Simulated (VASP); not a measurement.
# AlIn2B2As (P1) in VASP: notebook

Runs on AlIn2B2As. Level: PBE. Tasks: single point.

Everything below comes from runs of VASP 6.6.1. Logs are shortened: lines on timing, memory, paths and dates and some standing lists are left out, and cuts for length are marked.

**1. The cell of the first run**

The typed cell holds 6 atoms: a = 4.237 Å, b = 5.528 Å, c = 5.727 Å, α = 86.71°, β = 68.41°, γ = 69.36°.

**2. Single point, PBE**

Input file INCAR:

```
PREC = Accurate
ENCUT = 520
EDIFF = 1E-6
ISMEAR = 0
SIGMA = 0.1
LREAL = F
LASPH = T
NELM = 100
ALGO = Normal
ISIF = 2
LWAVE = F
LCHARG = T
GGA = PE
LELF = T
LVHAR = T
NBANDS = 29
```

Input file KPOINTS:

```
Automatic mesh
0
Gamma
  8 6 6
```

Input file POSCAR:

```
AlIn2B2As
1.0
    4.2365805639      0.0069883825      0.0163885133
    1.9396860966      5.1759838000     -0.0103538829
    2.0871022334     -0.4206116550      5.3160660115
Al In B As
1 2 2 1
Direct
    0.8755895679      0.9456756162      0.8352546394
    0.9465475479      0.1890146022      0.3785804965
    0.4900315576      0.5664275862      0.0024655876
    0.4159757451      0.2454633909      0.7882465155
    0.2557417398      0.0241526709      0.9646446648
    0.2006527317      0.5093451436      0.5507290864
```

Potentials or basis: VASP PAW PBE potentials, release 64 (Al, In_d, B, As).

Command:

```
$ cat potpaw_PBE.64/Al/POTCAR potpaw_PBE.64/In_d/POTCAR potpaw_PBE.64/B/POTCAR potpaw_PBE.64/As/POTCAR > POTCAR
$ mpirun -np 1 vasp_std > vasp.out
```

OUTCAR:

```text
PREC = Accurate
   ENCUT = 520
   EDIFF = 1E-6
   ISMEAR = 0
   LREAL = F
   LASPH = T
   NELM = 100
   ISIF = 2
   GGA = PE

 ion  position               nearest neighbor table
   1  0.876  0.946  0.835-   4 2.16   5 2.18   5 2.33   6 2.61   2 2.84   3 3.00   3 3.14   3 3.26
                             2 3.61
   2  0.947  0.189  0.379-   5 2.30   4 2.52   6 2.76   1 2.84   6 2.84   3 3.53   1 3.61   3 3.66
                             3 3.68   3 3.71
   3  0.490  0.566  0.002-   4 2.38   5 2.40   6 2.96   1 3.00   6 3.09   1 3.14   1 3.26   6 3.32
                             2 3.53   2 3.66   2 3.68   2 3.71
   4  0.416  0.245  0.788-   5 1.71   6 2.13   1 2.16   3 2.38   2 2.52
   5  0.256  0.024  0.965-   4 1.71   1 2.18   2 2.30   1 2.33   3 2.40
   6  0.201  0.509  0.551-   4 2.13   1 2.61   2 2.76   2 2.84   3 2.96   3 3.09   3 3.32

  LATTYP: Found a triclinic cell.
 ALAT       =     5.7265581055
 B/A-ratio  =     2.0229454158
 C/A-ratio  =     1.2417800254
 COS(alpha) =     0.0003590813
 COS(beta)  =     0.6306944108
 COS(gamma) =     0.7360631641

  Lattice vectors:

 A1 = (   2.0871022334,  -0.4206116550,   5.3160660115)
 A2 = (   8.6205772646,  -5.5826186900,   5.3591969210)
 A3 = (  -0.2097922339,   4.7483837625,   5.2893236153)

Analysis of symmetry for initial positions (statically):
=====================================================================
 Subroutine PRICEL returns:
 Original cell was already a primitive cell.

 Routine SETGRP: Setting up the symmetry group for a
 triclinic supercell.

 Subroutine GETGRP returns: Found  1 space group operations
 (whereof  1 operations were pure point group operations)
 out of a pool of  2 trial point group operations.

The static configuration has the point symmetry C_1 .

Analysis of symmetry for dynamics (positions and initial velocities):
=====================================================================
 Subroutine PRICEL returns:
 Original cell was already a primitive cell.

 Routine SETGRP: Setting up the symmetry group for a
 triclinic supercell.

 Subroutine GETGRP returns: Found  1 space group operations
 (whereof  1 operations were pure point group operations)
 out of a pool of  2 trial point group operations.

The dynamic configuration has the point symmetry C_1 .

 Subroutine INISYM returns: Found  1 space group operations
 (whereof  1 operations are pure point group operations),
 and found     1 'primitive' translations

----------------------------------------------------------------------------------------

                                     Primitive cell

  volume of cell :     116.2921

  direct lattice vectors                    reciprocal lattice vectors
     4.236580564  0.006988383  0.016388513     0.236572467 -0.088854755 -0.099909269
     1.939686097  5.175983800 -0.010353883    -0.000378735  0.193372819  0.015448514
     2.087102233 -0.420611655  5.316066012    -0.000730050  0.000650548  0.188447118

  length of vectors
     4.236618026  5.527503745  5.726558105     0.271741719  0.193989297  0.188449655

  position of ions in fractional coordinates (direct lattice)
     0.875589568  0.945675616  0.835254639
     0.946547548  0.189014602  0.378580496
     0.490031558  0.566427586  0.002465588
     0.415975745  0.245463391  0.788246515
     0.255741740  0.024152671  0.964644665
     0.200652732  0.509345144  0.550729086

  ion indices of the primitive-cell ions
   primitive index   ion index
                 1           1
                 2           2
                 3           3
                 4           4
                 5           5
                 6           6

----------------------------------------------------------------------------------------

 KPOINTS: Automatic mesh

Automatic generation of k-mesh.
 Grid dimensions read from file:
 generate k-points for:    8    6    6

 Generating k-lattice:

  Cartesian coordinates                     Fractional coordinates (reciprocal lattice)
     0.029571558 -0.011106844 -0.012488659     0.125000000  0.000000000  0.000000000
    -0.000063123  0.032228803  0.002574752     0.000000000  0.166666667  0.000000000
    -0.000121675  0.000108425  0.031407853    -0.000000000 -0.000000000  0.166666667

  Length of vectors
     0.033967715  0.032331549  0.031408276

  Shift w.r.t. Gamma in fractional coordinates (k-lattice)
     0.000000000  0.000000000  0.000000000

 Subroutine IBZKPT returns following result:
 ===========================================

 Found    148 irreducible k-points:

 Following reciprocal coordinates:
            Coordinates               Weight
  0.000000  0.000000  0.000000      1.000000
  0.125000  0.000000  0.000000      2.000000
  0.250000  0.000000  0.000000      2.000000
  0.375000  0.000000  0.000000      2.000000
  0.500000  0.000000  0.000000      1.000000
  0.000000  0.166667 -0.000000      2.000000
[... 16 lines left out ...]
  0.125000  0.500000  0.000000      2.000000
  0.250000  0.500000  0.000000      2.000000
 [... further k-points ...]
   k-points           NKPTS =    148   k-points in BZ     NKDIM =    148   number of bands    NBANDS=     29
   number of dos      NEDOS =    301   number of ions     NIONS =      6
   total plane-waves  NPLWV =  64512
   dimension x,y,z NGX =    32 NGY =   42 NGZ =   48
   dimension x,y,z NGXF=    64 NGYF=   84 NGZF=   96
   ions per type =               1   2   2   1
   NGX,Y,Z   is equivalent  to a cutoff of  12.56, 12.63, 13.93 a.u.
   NGXF,Y,Z  is equivalent  to a cutoff of  25.11, 25.26, 27.87 a.u.
 SYSTEM =  unknown system
   PREC   = accura    normal or accurate (medium, high low for compatibility)
   ISTART =      0    job   : 0-new  1-cont  2-samecut
   ICHARG =      2    charge: 1-file 2-atom 10-const
   ISPIN  =      1    spin polarized calculation?
   LNONCOLLINEAR =      F non collinear calculations
   LSORBIT =      F    spin-orbit coupling
   LASPH  =      T    aspherical Exc in radial PAW
   ENCUT  =  520.0 eV  38.22 Ry    6.18 a.u.   7.88 10.28 10.65*2*pi/ulx,y,z
   NELM   =    100;   NELMIN=  2; NELMDL= -5     # of ELM steps
   EDIFF  = 0.1E-05   stopping-criterion for ELM
   LREAL  =      F    real-space projection
   EDIFFG = 0.1E-04   stopping-criterion for IOM
   NSW    =      0    number of steps for IOM
   IBRION =     -1    ionic relax: 0-MD 1-quasi-New 2-CG
   NFREE  =      0    steps in history (QN), initial steepest desc. (CG)
   ISIF   =      2    stress and relaxation
   ISYM   =      2    0-nonsym 1-usesym 2-fastsym
   POTIM  = 0.5000    time-step for ionic-motion
   TEBEG  =    0.0;   TEEND  =   0.0 temperature during run
   PSTRESS=    0.0 pullay stress
   NELECT =      40.0000    total number of electrons
   NUPDOWN=      -1.0000    fix difference up-down
   EMIN   =  10.00;   EMAX   =-10.00  energy-range for DOS
   EFERMI =   0.00;   METHOD = LEGACY
   ISMEAR =     0;   SIGMA  =   0.10  broadening in eV -4-tet -1-fermi 0-gaus
   EFERMI_NEDOS =   21; number of points for ismear=-14 and -15
   IALGO  =     38    algorithm
   IMIX   =      4    mixing-type and parameters
     AMIX     =   0.40;   BMIX     =  1.00
     AMIX_MAG =   1.60;   BMIX_MAG =  1.00
  volume/ion in A,a.u.               =      19.38       130.80
  Fermi-wavevector in a.u.,A,eV,Ry     =   1.147039  2.167589 17.901153  1.315698
  Thomas-Fermi vector in A             =   2.283720
   LORBIT       =      0    0 simple, 1 ext, 2 COOP (PROOUT), +10 PAW based schemes
   GGA     = PE    functional components
   LHFCALC =     F    Hartree Fock is set to
   AEXX    =    0.0000 exact exchange contribution
   IVDW    =     0    specifies the selected vdW correction
   LEPSILON=     F    determine dielectric tensor
   LRPA    =     F    only Hartree local field effects (RPA)
 non-spin polarized calculation
 Gauss-broadening in eV      SIGMA  =   0.10
  energy-cutoff  :      520.00
  volume of cell :      116.29
 maximum number of plane-waves:      3152
   NGX = 15   NGY = 21   NGZ = 21

 number of electron      40.0000004 magnetization

 Free energy of the ion-electron system (eV)
  ---------------------------------------------------
  ext. energy  EPLUGINS =         0.00000000
  ---------------------------------------------------
  free energy    TOTEN  =       -25.03732673 eV

  energy without entropy =      -25.03576001  energy(sigma->0) =      -25.03654337

 E-fermi :   5.9046     XC(G=0):  -9.7488

 val. band max:        5.9038779150   @ k =  -0.2500   0.5000   0.3333
 cond. band min:       5.9536258947   @ k =   0.2500   0.1667   0.3333
 fundamental gap:      0.0497479796
 Fermi energy:         5.9045582201

 k-point     1 :       0.0000    0.0000    0.0000
  band No.  band energies     occupation
      1      -8.8795      2.00000
      2      -8.8592      2.00000
      3      -8.8476      2.00000
      4      -8.7963      2.00000
      5      -8.7781      2.00000
      6      -8.7547      2.00000
[... 21 lines left out ...]
     28      12.3033      0.00000
     29      12.4521      0.00000

 k-point     2 :       0.1250    0.0000    0.0000
  band No.  band energies     occupation
      1      -8.8880      2.00000
      2      -8.8517      2.00000
      3      -8.8484      2.00000
      4      -8.7954      2.00000
      5      -8.7697      2.00000
      6      -8.7492      2.00000
[... 21 lines left out ...]
     28      11.6542      0.00000
     29      12.3127      0.00000

 k-point     3 :       0.2500    0.0000    0.0000
  band No.  band energies     occupation
      1      -8.8999      2.00000
      2      -8.8555      2.00000
      3      -8.8338      2.00000
      4      -8.7906      2.00000
      5      -8.7587      2.00000
      6      -8.7465      2.00000
[... 21 lines left out ...]
     28      11.2775      0.00000
     29      12.4886      0.00000

 k-point     4 :       0.3750    0.0000    0.0000
  band No.  band energies     occupation
      1      -8.9057      2.00000
      2      -8.8593      2.00000
      3      -8.8216      2.00000
      4      -8.7872      2.00000
      5      -8.7746      2.00000
      6      -8.7378      2.00000
[... 597 lines left out ...]
     28      10.7948      0.00000
     29      11.4459      0.00000

 k-point    23 :       0.1250    0.5000    0.0000
  band No.  band energies     occupation
      1      -8.8900      2.00000
      2      -8.8470      2.00000
      3      -8.8314      2.00000
      4      -8.7861      2.00000
      5      -8.7648      2.00000
      6      -8.7519      2.00000
[... 21 lines left out ...]
     28      11.3067      0.00000
     29      11.8920      0.00000

 k-point    24 :       0.2500    0.5000    0.0000
  band No.  band energies     occupation
      1      -8.9030      2.00000
      2      -8.8464      2.00000
      3      -8.8287      2.00000
      4      -8.7840      2.00000
      5      -8.7627      2.00000
      6      -8.7403      2.00000
[... 21 lines left out ...]
     28      11.4564      0.00000
     29      12.3755      0.00000

 [... further k-points ...]
[... 5 lines left out ...]
  --------------------------------------------------------------------------------------
  -------------------------------------------------------------------------------------
  Total        0.0202857      0.0525584      0.0541088     -0.0115017     -0.0263299      0.0148808
  in kB        0.2794794      0.7241062      0.7454666     -0.1584606     -0.3627517      0.2050159
  external PRESSURE =       0.5830174 kB  Pullay stress =       0.0000000 kB

 VOLUME and BASIS-vectors are now :
 -----------------------------------------------------------------------------
  energy-cutoff  :      520.00
  volume of cell :      116.29
      direct lattice vectors                 reciprocal lattice vectors
     4.236580564  0.006988383  0.016388513     0.236572467 -0.088854755 -0.099909269
     1.939686097  5.175983800 -0.010353883    -0.000378735  0.193372819  0.015448514
     2.087102233 -0.420611655  5.316066012    -0.000730050  0.000650548  0.188447118

 POSITION                                       TOTAL-FORCE (eV/Angst)
 -----------------------------------------------------------------------------------
      7.28708      4.54960      4.44483         0.000955      0.006753      0.000270
      5.16689      0.82572      2.02611         0.004220     -0.009463     -0.008443
      3.17990      2.93421      0.01527        -0.001272      0.001313     -0.005493
      3.88359      0.94188      4.19465         0.021354     -0.020474      0.020556
      3.14363     -0.27894      5.13206        -0.012157     -0.002486      0.010157
      2.98748      2.40612      2.92573        -0.013100      0.024357     -0.017047
 -----------------------------------------------------------------------------------
    total drift:                                0.000213     -0.000152     -0.000192

  FREE ENERGIE OF THE ION-ELECTRON SYSTEM (eV)
  ---------------------------------------------------
  free  energy   TOTEN  =       -25.0373267343 eV

  energy  without entropy=      -25.0357600147  energy(sigma->0) =      -25.03654337
```

It took 3.3 min on 1 thread of Intel Xeon 6975P-C (Granite Rapids), shared host; peak memory 0.61 GiB.

What came out:

```
Free energy            : -25.0373 eV
Pressure               : 0.1 GPa
Largest force          : 0.036 eV/Å
Band gap on the k mesh : zero (band 20 reaches 6.48 eV, above the bottom of band 21 at 5.73 eV)
```

Forces on the atoms (eV/Å):
```
Al   0.001  0.007  0.000
In   0.004 -0.009 -0.008
In  -0.001  0.001 -0.005
B    0.021 -0.020  0.021
B   -0.012 -0.002  0.010
As  -0.013  0.024 -0.017
```

Levels at points of the mesh, in eV from the Fermi level:
| k point | band 17 | band 18 | band 19 | band 20 | band 21 | band 22 | band 23 | band 24 |
| --- | --- | --- | --- | --- | --- | --- | --- | --- |
| (0.00, 0.00, 0.00) | -3.32 | -1.85 | -1.72 | -1.40 | 0.37 | 0.85 | 1.50 | 2.16 |
| (0.50, 0.00, 0.00) | -2.89 | -1.71 | -1.57 | -1.32 | 0.40 | 1.11 | 1.62 | 2.70 |
| (0.00, 0.50, 0.00) | -2.83 | -2.04 | -1.91 | -0.88 | 1.45 | 1.81 | 2.43 | 3.24 |
| (0.50, 0.50, 0.00) | -3.54 | -3.25 | -1.08 | -0.44 | 0.35 | 1.52 | 2.89 | 3.59 |
| (0.00, 0.00, 0.50) | -2.58 | -2.22 | -1.92 | -0.50 | 1.27 | 1.59 | 2.46 | 2.94 |
| (0.50, 0.00, 0.50) | -3.98 | -3.21 | -1.50 | -0.89 | 0.62 | 1.49 | 2.75 | 3.81 |
| (0.00, 0.50, 0.50) | -2.64 | -0.60 | -0.41 | 0.58 | 0.66 | 1.46 | 2.50 | 2.62 |
| (0.50, 0.50, 0.50) | -2.73 | -2.17 | -1.78 | -1.07 | 0.62 | 1.12 | 1.69 | 2.94 |

Caveat: spin-orbit coupling is left out, which moves the levels of the heavy elements.

(Part 1 of 2 ends here.)
